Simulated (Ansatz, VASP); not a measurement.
S in VASP and in Ansatz

```
S
1.0
     4.99033    0.00000    0.00000
    -2.49517    4.32175    0.00000
     0.00000    0.00000    4.42138
S
3
Direct
  0.16979 0.00000 0.16667
  0.00000 0.16979 0.83333
  0.83021 0.83021 0.50000
```

Alike in both runs: functional PBE; k mesh 6 × 6 × 4; occupations gaussian, width 0.1 eV; no spin polarisation.

Ansatz relaxed the structure, and its values are those at the end. VASP's run is a single point on that final structure, the one shown.

|  | VASP | Ansatz |
| --- | --- | --- |
| version | VASP 6.6.1 | Ansatz 0.2.0 |
| potentials or method | VASP PAW PBE potentials, release 64 (S), cutoff 520 eV | scalar-relativistic, plane waves, PAW |
| valence electrons in the cell | 18 | 18 |

```tsv
	VASP	Ansatz	Ansatz less VASP
gap on the k mesh at the Fermi level (eV)	2.43	2.37	-0.057
least direct gap on the mesh (eV)	2.51	2.45	-0.062
pressure (GPa)	-0.3	0.1	+0.40
rms of the force components (eV/Å)	0.073	0.001	-0.0711
```
